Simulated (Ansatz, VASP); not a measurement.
## One calculation of AlAs5, two programs

File INCAR:

```
SYSTEM = AlAs5
ALGO = Normal
EDIFF = 1E-6
EDIFFG = -0.04
ENCUT = 600
GGA = PE
IBRION = 2
ISIF = 3
ISMEAR = 0
LASPH = .True.
LCHARG = .False.
LREAL = .False.
LWAVE = .False.
NELM = 100
NSW = 90
PREC = Accurate
SIGMA = 0.1
```

KPOINTS

```
k-points
0
Gamma
  6 6 4
  0 0 0
```

POSCAR

```
AlAs5
1.0
    5.2688656386      0.0000000000      0.0000000000
   -2.6344328193      4.5629714922      0.0000000000
    0.0000000000      0.0000000000      4.8090668466
Al As
1 5
Direct
    0.0000000000      0.0000000000      0.5000000000
    0.0000000000      0.2855101412      0.0000000000
    0.7144898588      0.7144898588      0.0000000000
    0.2855101412      0.0000000000      0.0000000000
    0.6666666667      0.3333333333      0.5000000000
    0.3333333333      0.6666666667      0.5000000000
```

Input for Ansatz:

```yaml
crystal:
  lattice:
    - [5.2688656386, 0.0, 0.0]
    - [-2.6344328193, 4.5629714922, 0.0]
    - [0.0, 0.0, 4.8090668466]
  atoms:
    - { symbol: Al, position: [0.0, 0.0, 0.5] }
    - { symbol: As, position: [0.0, 0.2855101412, 0.0] }
    - { symbol: As, position: [0.7144898588, 0.7144898588, 0.0] }
    - { symbol: As, position: [0.2855101412, 0.0, 0.0] }
    - { symbol: As, position: [0.6666666667, 0.3333333333, 0.5] }
    - { symbol: As, position: [0.3333333333, 0.6666666667, 0.5] }
basis:
  ecutwfc: 420
kpoints:
  mp_grid: { grid: [6, 6, 4] }
hamiltonian:
  xc: pbe
scf:
  occupations: { method: gaussian, width: 0.1 }
  lower_state_search: "off"
output:
  forces: true
  stress: true
  eigenvalues: true
relax:
  adjacent_minimum: "off"
  f_tol: 0.04
  max_steps: 70
  cell: { stress_tol: 0.4 }
```

Change from the starting cell: species swapped into the Mg5Sn type (P-62m, No. 189).

Alike in both runs: task relaxation of cell and atoms; functional PBE; k mesh 6 × 6 × 4; occupations gaussian, width 0.1 eV; no spin polarisation.

```csv
,VASP,Ansatz
version,VASP 6.6.1,Ansatz 0.2.0
potentials or method,"VASP PAW PBE potentials, release 64 (Al, As), cutoff 600 eV","scalar-relativistic, plane waves, PAW"
valence electrons in the cell,28,78
```

```tsv
	VASP	Ansatz	Ansatz less VASP
gap on the k mesh at the Fermi level, each at its own relaxed structure (eV)	none	none	-
relaxed volume (Å³/atom)	19.76	19.75	-0.009
relaxed cell length with the largest relative difference (Å)	5.123	5.110	-0.0127
```

A gap of «none» marks a metal or a gap that the smearing closes. VASP's potentials hold 28 valence electrons a cell and Ansatz's 78, so a difference there can come from the potentials and not from the codes.

Noted on VASP's run: too few bands were computed for a metal, which touches its energy and stress.
